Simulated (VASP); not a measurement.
Input of a VASP 6.6.1 run:

Contents of INCAR:

```
ALGO = Normal
EDIFF = 1E-6
ENCUT = 500
GGA = PE
GGA_COMPAT = F
ISIF = 2
ISMEAR = 0
LASPH = T
LCHARG = F
LREAL = F
LWAVE = F
NBANDS = 15
NELM = 120
PREC = Accurate
SIGMA = 0.01
```

File KPOINTS:

```
k-points
0
Gamma
  4 4 4
```

File POSCAR:

```
CsI
1.0
    4.5360500832      0.0000000000      0.0000000000
    0.0000000000      4.5360500832      0.0000000000
    0.0000000000      0.0000000000      4.5360500832
Cs I
1 1
Direct
    0.0000000000      0.0000000000      0.0000000000
    0.5000000000      0.5000000000      0.5000000000
```

Potentials or basis: VASP PAW PBE potentials, release 64 (Cs_sv, I).

The run is started by

```sh
$ cat potpaw_PBE.64/Cs_sv/POTCAR potpaw_PBE.64/I/POTCAR > POTCAR
$ mpirun -np 1 vasp_std > vasp.out
```

(1) Predict the pressure.

(2) What does it give for the band gap on the k mesh?

Results:

(1) 1.1 GPa.

(2) 3.94 eV (least direct gap 4.03 eV).

Caveat: spin-orbit coupling is left out, which moves the levels of the heavy elements.
